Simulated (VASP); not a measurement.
# InSb (P4/mmm) in VASP: a series of runs, part 2 of 2

VASP 6.6.1. Earlier steps stand in the parts before.

### Step 3. Single point, PBE

INCAR

```
PREC = Accurate
ENCUT = 520
EDIFF = 1E-6
ISMEAR = -5
SIGMA = 0.1
LREAL = F
LASPH = T
NELM = 60
ALGO = Normal
ISIF = 2
LWAVE = F
LCHARG = T
GGA = PE
LELF = T
LVHAR = T
NBANDS = 16
```

KPOINTS

```
Automatic mesh
0
Gamma
  14 14 8
```

POSCAR

```
InSb
1.0
    3.0766560000      0.0000000000      0.0000000000
    0.0000000000      3.0766560000      0.0000000000
    0.0000000000      0.0000000000      6.2154700000
In Sb
1 1
Direct
    0.0000000000      0.0000000000      0.0000000000
    0.0000000000      0.0000000000      0.5000000000
```

Potentials or basis: VASP PAW PBE potentials, release 64 (In_d, Sb).

Launch:

```bash
$ cat potpaw_PBE.64/In_d/POTCAR potpaw_PBE.64/Sb/POTCAR > POTCAR
$ mpirun -np 1 vasp_std > vasp.out
```

OUTCAR:

```text
PREC = Accurate
   ENCUT = 520
   EDIFF = 1E-6
   ISMEAR = -5
   LREAL = F
   LASPH = T
   NELM = 60
   ISIF = 2
   GGA = PE

 ion  position               nearest neighbor table
   1  0.000  0.000  0.000-   2 3.11   2 3.11
   2  0.000  0.000  0.500-   1 3.11   1 3.11

  LATTYP: Found a simple tetragonal cell.
 ALAT       =     3.0766560000
 C/A-ratio  =     2.0202031036

  Lattice vectors:

 A1 = (   3.0766560000,   0.0000000000,   0.0000000000)
 A2 = (   0.0000000000,   3.0766560000,   0.0000000000)
 A3 = (   0.0000000000,   0.0000000000,   6.2154700000)

Analysis of symmetry for initial positions (statically):
=====================================================================
 Subroutine PRICEL returns:
 Original cell was already a primitive cell.

 Routine SETGRP: Setting up the symmetry group for a
 simple tetragonal supercell.

 Subroutine GETGRP returns: Found 16 space group operations
 (whereof 16 operations were pure point group operations)
 out of a pool of 16 trial point group operations.

The static configuration has the point symmetry D_4h.
[... 161 lines left out ...]

  energy without entropy =       -6.57396099  energy(sigma->0) =       -6.57396099

 E-fermi :   6.6865     XC(G=0):  -9.6535

 val. band max:        6.9358518930   @ k =   0.2143   0.2143   0.5000
 cond. band min:       6.7270863010   @ k =   0.5000   0.4286   0.5000
 fundamental gap:     -0.2087655920
 Fermi energy:         6.6865273384

 k-point     1 :       0.0000    0.0000    0.0000
  band No.  band energies     occupation
      1      -8.2904      2.00000
      2      -8.0703      2.00000
      3      -7.7151      2.00000
      4      -7.7151      2.00000
      5      -7.6293      2.00000
      6      -4.8852      2.00000
[... 433 lines left out ...]
      3      -7.8771      2.00000
      4      -7.7865      2.00000
      5      -7.7362      2.00000
      6      -2.3944      2.00000
[... 8 lines left out ...]
     15      14.6177      0.00000
     16      15.5014      0.00000

 [... further k-points ...]

------------------------ aborting loop because EDIFF is reached ----------------------------------------

  FORCE on cell =-STRESS in cart. coord.  units (eV):
  Direction    XX          YY          ZZ          XY          YZ          ZX
  --------------------------------------------------------------------------------------
  -------------------------------------------------------------------------------------
  Total        0.1453561      0.1453561      0.1539355      0.0000000     -0.0000000      0.0000000
  in kB        3.9583304      3.9583304      4.1919624      0.0000000     -0.0000000      0.0000000
  external PRESSURE =       4.0362078 kB  Pullay stress =       0.0000000 kB

 VOLUME and BASIS-vectors are now :
 -----------------------------------------------------------------------------
  energy-cutoff  :      520.00
  volume of cell :       58.83
      direct lattice vectors                 reciprocal lattice vectors
     3.076656000  0.000000000  0.000000000     0.325028212  0.000000000  0.000000000
     0.000000000  3.076656000  0.000000000     0.000000000  0.325028212  0.000000000
     0.000000000  0.000000000  6.215470000     0.000000000  0.000000000  0.160888879

 POSITION                                       TOTAL-FORCE (eV/Angst)
 -----------------------------------------------------------------------------------
      0.00000      0.00000      0.00000         0.000000      0.000000      0.000000
      0.00000      0.00000      3.10773         0.000000      0.000000      0.000000
 -----------------------------------------------------------------------------------
    total drift:                                0.000000     -0.000000     -0.000000

  FREE ENERGIE OF THE ION-ELECTRON SYSTEM (eV)
  ---------------------------------------------------
  free  energy   TOTEN  =        -6.5739609937 eV

  energy  without entropy=       -6.5739609937  energy(sigma->0) =       -6.57396099
```

It took 95 s on 1 thread of Intel Xeon 6975P-C, shared host; peak memory 0.31 GiB.

What came out:

* Free energy: -6.5740 eV
* Pressure: 0.4 GPa
* Band gap on the k mesh: zero (band 9 reaches 10.91 eV, above the bottom of band 10 at 5.06 eV)

Levels at points of the mesh, in eV from the Fermi level:
| k point | band 5 | band 6 | band 7 | band 8 | band 9 | band 10 | band 11 | band 12 | band 13 | band 14 |
| --- | --- | --- | --- | --- | --- | --- | --- | --- | --- | --- |
| (0.00, 0.00, 0.00) | -14.32 | -11.57 | -6.87 | -4.57 | 4.20 | 4.20 | 5.11 | 7.76 | 8.31 | 8.83 |
| (0.50, 0.00, 0.00) | -14.36 | -8.92 | -5.01 | -3.35 | -2.25 | -1.62 | 2.96 | 6.35 | 7.73 | 10.56 |
| (0.50, 0.50, 0.00) | -14.13 | -6.08 | -2.87 | -2.87 | -0.04 | 0.59 | 0.96 | 0.96 | 2.77 | 5.86 |
| (0.00, 0.00, 0.50) | -14.32 | -11.44 | -8.11 | -0.95 | 0.18 | 4.37 | 4.37 | 7.82 | 8.07 | 8.07 |
| (0.50, 0.00, 0.50) | -14.35 | -8.87 | -4.82 | -4.74 | -2.42 | 1.63 | 3.02 | 5.73 | 6.51 | 6.52 |
| (0.50, 0.50, 0.50) | -14.13 | -6.08 | -2.66 | -2.66 | -1.58 | 0.28 | 0.28 | 3.09 | 4.61 | 4.63 |

Caveat: spin-orbit coupling is left out, which moves the levels of the heavy elements; tetrahedron occupations give inexact forces and stress in metals.

### Step 4. Single point, LDA

INCAR

```
SYSTEM = InSb
ALGO = Normal
EDIFF = 1E-7
ENCUT = 520
GGA = CA
ISIF = 2
ISMEAR = 0
LASPH = .TRUE.
LCHARG = .TRUE.
LELF = .TRUE.
LREAL = .FALSE.
LVHAR = .TRUE.
LWAVE = .FALSE.
NBANDS = 16
NELM = 80
PREC = Accurate
SIGMA = 0.1
```

KPOINTS

```
k-points
0
G
  14 14 8
  0 0 0
```

POSCAR is that of step 3.

Potentials or basis: VASP PAW LDA potentials, release 64 (In_d, Sb).

Launch:

```bash
$ cat potpaw_LDA.64/In_d/POTCAR potpaw_LDA.64/Sb/POTCAR > POTCAR
$ mpirun -np 1 vasp_std > vasp.out
```

OUTCAR:

```text
SYSTEM = InSb
   EDIFF = 1E-7
   ENCUT = 520
   GGA = CA
   ISIF = 2
   ISMEAR = 0
   LASPH = .TRUE.
   LREAL = .FALSE.
   NELM = 80
   PREC = Accurate

 ion  position               nearest neighbor table
   1  0.000  0.000  0.000-   2 3.11   2 3.11
   2  0.000  0.000  0.500-   1 3.11   1 3.11

  LATTYP: Found a simple tetragonal cell.
 ALAT       =     3.0766560000
 C/A-ratio  =     2.0202031036

  Lattice vectors:

 A1 = (   3.0766560000,   0.0000000000,   0.0000000000)
 A2 = (   0.0000000000,   3.0766560000,   0.0000000000)
 A3 = (   0.0000000000,   0.0000000000,   6.2154700000)

Analysis of symmetry for initial positions (statically):
=====================================================================
 Subroutine PRICEL returns:
 Original cell was already a primitive cell.

 Routine SETGRP: Setting up the symmetry group for a
 simple tetragonal supercell.

 Subroutine GETGRP returns: Found 16 space group operations
 (whereof 16 operations were pure point group operations)
 out of a pool of 16 trial point group operations.

The static configuration has the point symmetry D_4h.

Analysis of symmetry for dynamics (positions and initial velocities):
=====================================================================
 Subroutine PRICEL returns:
 Original cell was already a primitive cell.

 Routine SETGRP: Setting up the symmetry group for a
 simple tetragonal supercell.

 Subroutine GETGRP returns: Found 16 space group operations
 (whereof 16 operations were pure point group operations)
 out of a pool of 16 trial point group operations.

The dynamic configuration has the point symmetry D_4h.

 Subroutine INISYM returns: Found 16 space group operations
 (whereof 16 operations are pure point group operations),
 and found     1 'primitive' translations

----------------------------------------------------------------------------------------

                                     Primitive cell

[... 110 lines left out ...]
     AMIX_MAG =   1.60;   BMIX_MAG =  1.00
  volume/ion in A,a.u.               =      29.42       198.52
  Fermi-wavevector in a.u.,A,eV,Ry     =   1.103117  2.084590 16.556493  1.216868
  Thomas-Fermi vector in A             =   2.239571
   LORBIT       =      0    0 simple, 1 ext, 2 COOP (PROOUT), +10 PAW based schemes
   GGA     = CA    functional components
   LHFCALC =     F    Hartree Fock is set to
   AEXX    =    0.0000 exact exchange contribution
   IVDW    =     0    specifies the selected vdW correction
   LEPSILON=     F    determine dielectric tensor
   LRPA    =     F    only Hartree local field effects (RPA)
 non-spin polarized calculation
 Gauss-broadening in eV      SIGMA  =   0.10
  energy-cutoff  :      520.00
  volume of cell :       58.83
 maximum number of plane-waves:      1604
 NGX is ok and might be reduce to    24
   NGX = 11   NGY = 11   NGZ = 23

 number of electron      17.9999986 magnetization

 Free energy of the ion-electron system (eV)
  ---------------------------------------------------
  ext. energy  EPLUGINS =         0.00000000
  ---------------------------------------------------
  free energy    TOTEN  =        -7.89170562 eV

  energy without entropy =       -7.88650170  energy(sigma->0) =       -7.88910366

 E-fermi :   6.4428     XC(G=0):  -9.8786

 val. band max:        6.4387856930   @ k =   0.3571   0.2143   0.3750
 cond. band min:       6.4445343037   @ k =   0.2143   0.1429   0.0000
 fundamental gap:      0.0057486107
 Fermi energy:         6.4428330440

 k-point     1 :       0.0000    0.0000    0.0000
  band No.  band energies     occupation
      1      -8.4347      2.00000
      2      -8.2152      2.00000
      3      -7.8496      2.00000
      4      -7.8496      2.00000
      5      -7.7611      2.00000
      6      -5.1190      2.00000
[... 433 lines left out ...]
      3      -8.0133      2.00000
      4      -7.9225      2.00000
      5      -7.8736      2.00000
      6      -2.6419      2.00000
[... 8 lines left out ...]
     15      14.3666      0.00000
     16      15.2510      0.00000

 [... further k-points ...]

------------------------ aborting loop because EDIFF is reached ----------------------------------------

  FORCE on cell =-STRESS in cart. coord.  units (eV):
  Direction    XX          YY          ZZ          XY          YZ          ZX
  --------------------------------------------------------------------------------------
  -------------------------------------------------------------------------------------
  Total       -1.2127244     -1.2127244     -1.2931130      0.0000000     -0.0000000      0.0000000
  in kB      -33.0248488    -33.0248488    -35.2139863      0.0000000     -0.0000000      0.0000000
  external PRESSURE =     -33.7545613 kB  Pullay stress =       0.0000000 kB

 VOLUME and BASIS-vectors are now :
 -----------------------------------------------------------------------------
  energy-cutoff  :      520.00
  volume of cell :       58.83
      direct lattice vectors                 reciprocal lattice vectors
     3.076656000  0.000000000  0.000000000     0.325028212  0.000000000  0.000000000
     0.000000000  3.076656000  0.000000000     0.000000000  0.325028212  0.000000000
     0.000000000  0.000000000  6.215470000     0.000000000  0.000000000  0.160888879

 POSITION                                       TOTAL-FORCE (eV/Angst)
 -----------------------------------------------------------------------------------
      0.00000      0.00000      0.00000         0.000000      0.000000      0.000000
      0.00000      0.00000      3.10773         0.000000      0.000000      0.000000
 -----------------------------------------------------------------------------------
    total drift:                                0.000000     -0.000000     -0.000000

  FREE ENERGIE OF THE ION-ELECTRON SYSTEM (eV)
  ---------------------------------------------------
  free  energy   TOTEN  =        -7.8917056234 eV

  energy  without entropy=       -7.8865016983  energy(sigma->0) =       -7.88910366
```

Run time: 91 s. Hardware: 1 thread of Intel Xeon 6975P-C, shared host; peak memory 0.29 GiB.

What came out:

```yaml
Free_energy: -7.8917 eV
Pressure: -3.4 GPa
Band_gap_on_the_k_mesh: zero (band 9 reaches 10.64 eV, above the bottom of band 10 at 4.82 eV)
```

Caveat: spin-orbit coupling is left out, which moves the levels of the heavy elements.

### Step 5. Single point, PBE

INCAR

```
PREC     = Accurate       # precision mode
ENCUT    = 520            # plane-wave cutoff, eV
EDIFF    = 1E-7           # SCF threshold, eV
ISMEAR   = 0              # smearing method
SIGMA    = 0.1            # smearing width, eV
LREAL    = False          # projectors in reciprocal space
LASPH    = True           # aspherical terms in the spheres
NELM     = 100            # most SCF steps
ALGO     = Normal         # electronic algorithm
ISIF     = 2              # what is computed and relaxed
LWAVE    = False          # write WAVECAR
LCHARG   = True           # write CHGCAR
GGA      = PE             # functional
LELF     = True           # ELF
LVHAR    = True         
NBANDS   = 16             # bands
```

KPOINTS

```
regular mesh
0
Gamma
  6 6 4
```

POSCAR is that of step 4.

Potentials or basis: VASP PAW PBE potentials, release 64 (In_d, Sb).

Launch:

```bash
$ cat potpaw_PBE.64/In_d/POTCAR potpaw_PBE.64/Sb/POTCAR > POTCAR
$ mpirun -np 1 vasp_std > vasp.out
```

Wall time 19 s (1 thread of Intel Xeon Platinum 8259CL at 2.50GHz (Skylake/Cascade Lake), shared host); peak memory 0.18 GiB.

It converged, with:

* Free energy: -6.6756 eV
* Pressure: 0.8 GPa
* Band gap on the k mesh: zero (band 9 reaches 10.94 eV, above the bottom of band 10 at 5.03 eV)

Stress tensor (GPa, compression positive):
```
0.68 0.00 0.00
0.00 0.68 0.00
0.00 0.00 1.13
```

Levels at points of the mesh, in eV from the Fermi level:
| k point | band 7 | band 8 | band 9 | band 10 | band 11 | band 12 |
| --- | --- | --- | --- | --- | --- | --- |
| (0.00, 0.00, 0.00) | -6.85 | -4.49 | 4.30 | 4.30 | 5.17 | 7.86 |
| (0.50, 0.00, 0.00) | -4.92 | -3.33 | -2.16 | -1.60 | 3.02 | 6.46 |
| (0.50, 0.50, 0.00) | -2.77 | -2.77 | 0.05 | 0.61 | 0.97 | 0.97 |
| (0.00, 0.00, 0.50) | -8.09 | -0.88 | 0.22 | 4.48 | 4.48 | 7.93 |
| (0.50, 0.00, 0.50) | -4.79 | -4.64 | -2.41 | 1.71 | 3.07 | 5.80 |
| (0.50, 0.50, 0.50) | -2.56 | -2.56 | -1.53 | 0.29 | 0.29 | 3.17 |

Caveat: spin-orbit coupling is left out, which moves the levels of the heavy elements.

### Step 6. Overview

```csv
level,potentials or basis,k mesh,smearing,gap on the mesh (eV),pressure (GPa)
PBE,"VASP PAW PBE potentials, release 64 (In_d, Sb)",14 × 14 × 8,methfessel-paxton 0.5 eV,none,0.5
PBE,"VASP PAW PBE potentials, release 64 (In_d, Sb)",14 × 14 × 8,tetrahedron,none,0.4
LDA,"VASP PAW LDA potentials, release 64 (In_d, Sb)",14 × 14 × 8,gaussian 0.1 eV,none,-3.4
PBE,"VASP PAW PBE potentials, release 64 (In_d, Sb)",6 × 6 × 4,gaussian 0.1 eV,none,0.8
```

Alike in all rows: task single point; no spin polarisation; cell as given; cutoff (eV) 520.

Caveats: spin-orbit coupling is left out, which moves the levels of the heavy elements; tetrahedron occupations give inexact forces and stress in metals (some runs).

Total energies depend on the potentials used, so only differences within one code and one set of settings carry meaning.
